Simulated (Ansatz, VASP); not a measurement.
This is a calculation of GaSb for VASP 6.6.1.

INCAR

```
ALGO = Normal
EDIFF = 1E-6
ENCUT = 520
GGA = PE
GGA_COMPAT = False
ISIF = 2
ISMEAR = -1
LASPH = True
LCHARG = False
LORBIT = 11
LORBMOM = True
LREAL = False
LSORBIT = True
LWAVE = False
MAGMOM = 0 0 0 0 0 0
NBANDS = 30
NELM = 150
PREC = Accurate
SIGMA = 0.05
```

KPOINTS

```
k-points
0
Gamma
  8 8 8
```

The input POSCAR:

```
GaSb
1.0
    0.0000000000      3.0176570942      3.0176570942
    3.0176570942      0.0000000000      3.0176570942
    3.0176570942      3.0176570942      0.0000000000
Sb Ga
1 1
Direct
    0.7500000000      0.7500000000      0.7500000000
    0.0000000000      0.0000000000      0.0000000000
```

Potentials or basis: VASP PAW PBE potentials, release 64 (Sb, Ga_d).

Launch:

```sh
$ cat potpaw_PBE.64/Sb/POTCAR potpaw_PBE.64/Ga_d/POTCAR > POTCAR
$ mpirun -np 1 vasp_ncl > vasp.out
```

Task: Translate it to Ansatz 0.2.0. Potentials there: Ansatz PAW.

Result: As run (the cutoff follows the program's own potentials):

File input.yaml:

```yaml
crystal:
  lattice:
    - [0.0, 3.0176570942, 3.0176570942]
    - [3.0176570942, 0.0, 3.0176570942]
    - [3.0176570942, 3.0176570942, 0.0]
  atoms:
    - { symbol: Sb, position: [0.75, 0.75, 0.75] }
    - { symbol: Ga, position: [0.0, 0.0, 0.0] }
hamiltonian:
  xc: pbe
  pseudopotentials: { kind: paw_fr }
magnetization:
  noncollinear: true
  spin_orbit: true
kpoints:
  mp_grid: { grid: [8, 8, 8] }
scf:
  occupations: { method: fermi_dirac, width: 0.05 }
output:
  forces: true
  stress: true
  eigenvalues: true
```

Potentials or basis: Ansatz PAW.

Command:

```console
$ ansatz run input.yaml --threads 2 --pin off --max-ram 5120MiB --backend cpu --events-out ev --progress --plain --runs-dir out
```

Both were run:

|  | VASP | Ansatz | Ansatz less VASP |
| --- | --- | --- | --- |
| pressure (GPa) | 4.9 | 4.8 | -0.11 |

With one functional, cell and mesh, what is left measures potentials, basis and numerics. VASP's potentials hold 18 valence electrons a cell and Ansatz's 28, so a difference there can come from the potentials and not from the codes.
